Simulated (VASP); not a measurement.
# AlN: single point with r2SCAN

The system is AlN.

```
Al N
1.0
    -3.10667    0.00000    0.00000
    -1.55333   -2.69045    0.00000
     0.00000    0.00000   12.95681
Al N
4 4
Direct
  0.33333 0.33333 0.50303
  0.33333 0.33333 0.11880
  0.66667 0.66667 0.69515
  0.66667 0.66667 0.31092
  0.33333 0.33333 0.64966
  0.33333 0.33333 0.26543
  0.66667 0.66667 0.07331
  0.66667 0.66667 0.45754
```

* Program: VASP 6.6.1
* Task: single point
* Functional: r2SCAN
* Potentials or basis: VASP PAW PBE potentials, release 64 (Al, N)
* Cutoff: 520 eV
* k mesh: 8 × 8 × 3
* Occupations: gaussian, width 0.05 eV
* Spin: no spin polarisation
* Dipole correction: no
* Further INCAR settings: ALGO = Normal; EDIFF = 1e-06; NBANDS = 26

```
Pressure               : -1.7 GPa
Largest force          : 2.422 eV/Å
Band gap on the k mesh : zero (band 16 reaches 4.85 eV, above the bottom of band 17 at 4.68 eV)
```

Forces in eV/Å, atoms in the order of the input:
```
Al   0.000  0.000 -1.489
Al   0.000  0.000 -2.422
Al   0.000  0.000 -0.285
Al   0.000  0.000 -1.430
N    0.000  0.000  1.038
N    0.000  0.000  1.460
N    0.000  0.000  1.822
N    0.000  0.000  1.308
```

Stress tensor (GPa, compression positive):
```
-2.03  0.00  0.00
 0.00 -2.03  0.00
 0.00  0.00 -1.11
```

Levels at points of the mesh, in eV from the Fermi level:
| k point | band 13 | band 14 | band 15 | band 16 | band 17 | band 18 | band 19 | band 20 |
| --- | --- | --- | --- | --- | --- | --- | --- | --- |
| (0.00, 0.00, 0.00) | -1.70 | -0.88 | -0.74 | 0.10 | 0.10 | 3.64 | 4.48 | 5.65 |
| (0.50, 0.00, 0.00) | -2.66 | -2.57 | -0.68 | -0.15 | 0.93 | 2.62 | 4.09 | 4.85 |

Wall time 4.5 min on 1 thread of Intel(R) Xeon(R) Platinum 8259CL CPU @ 2.50GHz (Skylake/Cascade Lake) (shared host), peak memory 0.25 GiB.

Caveat: the PAW data sets were made with another functional, which shifts forces and pressure a little.
